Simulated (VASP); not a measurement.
Set up this calculation in VASP 6.6.1, as the native input.

```yaml
Task: single point
Functional: LDA
Potentials_or_basis: VASP PAW LDA potentials, release 64 (Pb_d, S)
Cutoff: 520 eV
k_mesh: 10 × 10 × 10
Occupations: gaussian, width 0.01 eV
Spin: no spin polarisation
Dipole_correction: no
Further_INCAR_settings: ALGO = Normal; EDIFF = 1e-07; NBANDS = 17
```

The structure of PbS lies in POSCAR:

```
PbS
1.0
    0.0000000000      2.9232759864      2.9232759864
    2.9232759864      0.0000000000      2.9232759864
    2.9232759864      2.9232759864      0.0000000000
Pb S
1 1
Direct
    0.0000000000      0.0000000000      0.0000000000
    0.5000000000      0.5000000000      0.5000000000
```

One way to write it, as run:

INCAR

```
  ALGO = Normal
  EDIFF = 1E-7
  ENCUT = 520
  GGA = CA
  ISIF = 2
  ISMEAR = 0
  LASPH = T
  LCHARG = F
  LREAL = F
  LWAVE = F
  NBANDS = 17
  NELM = 80
  PREC = Accurate
  SIGMA = 0.01
```

KPOINTS

```
k-points
0
Gamma
  10 10 10
```

Potentials or basis: VASP PAW LDA potentials, release 64 (Pb_d, S).

Run with:

```bash
$ cat potpaw_LDA.64/Pb_d/POTCAR potpaw_LDA.64/S/POTCAR > POTCAR
$ mpirun -np 1 vasp_std > vasp.out
```

Results of the run:

| Property | Result |
| --- | --- |
| Pressure | 0.1 GPa |
| Band gap on the k mesh | 0.04 eV, direct |

Caveat: spin-orbit coupling is left out, which moves the levels of the heavy elements.

It used 54 s of CPU time on 1 thread of AMD EPYC 7R13 Processor (Zen 3), with other jobs on the host.
